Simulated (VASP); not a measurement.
**NaI: single point with PBEsol**

The system is NaI.

```
CELL_PARAMETERS angstrom
0.00000 3.23640 3.23640
3.23640 0.00000 3.23640
3.23640 3.23640 0.00000
ATOMIC_POSITIONS crystal
Na 0.00000 0.00000 0.00000
I 0.50000 0.50000 0.50000
```

| Item | Value |
| --- | --- |
| Program | VASP 6.6.1 |
| Task | single point |
| Functional | PBEsol |
| Potentials or basis | VASP PAW PBE potentials, release 64 (Na_pv, I) |
| Cutoff | 520 eV |
| k mesh | 6 × 6 × 6 |
| Occupations | gaussian, width 0.05 eV |
| Spin | no spin polarisation |

```json
{
  "Pressure": "-0.5 GPa",
  "Band gap on the k mesh": "3.51 eV, direct"
}
```

Levels at points of the mesh, in eV from the valence-band top:
| k point | band 3 | band 4 | band 5 | band 6 | band 7 | band 8 | band 9 | band 10 | band 11 | band 12 |
| --- | --- | --- | --- | --- | --- | --- | --- | --- | --- | --- |
| (0.00, 0.00, 0.00) | -22.25 | -11.06 | 0.00 | 0.00 | 0.00 | 3.51 | 7.85 | 7.85 | 7.85 | 9.72 |
| (0.50, 0.00, 0.00) | -22.25 | -10.74 | -2.22 | -0.29 | -0.29 | 4.95 | 7.37 | 7.37 | 8.70 | 10.15 |
| (0.50, 0.50, 0.00) | -22.25 | -10.66 | -1.94 | -0.76 | -0.76 | 4.44 | 5.42 | 9.71 | 11.20 | 11.20 |

Run time: 9.7 s on 1 thread of AMD EPYC 9R45 96-Core Processor (Zen 5), with other jobs on the host, peak memory 0.18 GiB.

Caveat: the PAW data sets were made with another functional, which shifts forces and pressure a little; spin-orbit coupling is left out, which moves the levels of the heavy elements. PBEsol gaps usually lie below the measured ones, often by a third to a half.
